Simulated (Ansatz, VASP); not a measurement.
One calculation of ZrNbGe2, two programs

```
Zr Nb Ge
1.0
     4.45028    0.00000    0.00000
    -2.22514    3.85405    0.00000
     0.00000    0.00000    5.63608
Zr Nb Ge
1 1 2
Direct
  0.00000 0.00000 0.13122
  0.00000 0.00000 0.68169
  0.33333 0.66667 0.87640
  0.66667 0.33333 0.87640
```

Alike in both runs: functional PBE; k mesh 12 × 12 × 8; occupations gaussian, width 0.1 eV; no spin polarisation.

Ansatz relaxed the structure, and its values are those at the end. VASP's run is a single point on that final structure, the one shown.

|  | VASP | Ansatz |
| --- | --- | --- |
| version | VASP 6.6.1 | Ansatz 0.2.0 |
| potentials or method | VASP PAW PBE potentials, release 64 (Zr_sv, Nb_sv, Ge_d), cutoff 520 eV | scalar-relativistic, plane waves, PAW |
| valence electrons in the cell | 53 | 53 |

Ansatz gave:

| Quantity | Value |
| --- | --- |
| gap on the k mesh at the Fermi level (eV) | none |
| pressure (GPa) | 0.0 |
| rms of the force components (eV/Å) | 0.001 |

Question: What did VASP give for the same quantities?

Answer: gap on the k mesh at the Fermi level (eV): none; pressure (GPa): 0.0; rms of the force components (eV/Å): 0.008.

A gap of «none» marks a metal or a gap that the smearing closes.
